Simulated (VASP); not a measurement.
Runs of VASP 6.6.1 on BN. The structure is that of space group Cm (No. 8), or close to it. The cells are those of the table. 

```csv
cell,gap on the mesh (eV),pressure (GPa),largest force (eV/Å)
"a = 2.563, b = 2.563, c = 12.692 Å, angles 82.7, 82.7, 60.0°, 12 atoms",(b),3.5,3.85
"a = 2.563, b = 2.563, c = 12.821 Å, angles 79.9, 79.9, 60.0°, 12 atoms",2.56,0.0,1.62
"a = 2.563, b = 2.563, c = 13.199 Å, angles 74.5, 74.5, 60.0°, 12 atoms",3.90,(a),1.98
"a = 2.563, b = 2.563, c = 12.605 Å, angles 85.6, 85.6, 60.0°, 12 atoms",2.28,3.3,4.61
"a = 2.563, b = 2.563, c = 12.990 Å, angles 77.2, 77.2, 60.0°, 12 atoms",2.56,-0.1,2.43
```

Alike in all rows: task single point; level PBE; potentials or basis VASP PAW PBE potentials, release 64 (B, N); no spin polarisation; k mesh 10 × 10 × 2; cutoff (eV) 520; smearing gaussian 0.05 eV.

**Question.** Fill in the values left out.

**Answer.** (a) 0.1; (b) 2.15.

Caveats: forces of over 1 eV/Å act on the atoms, so gaps and moduli don't describe the material at rest; the cell stands under pressure (at least some runs).

A k mesh can miss the band edges.
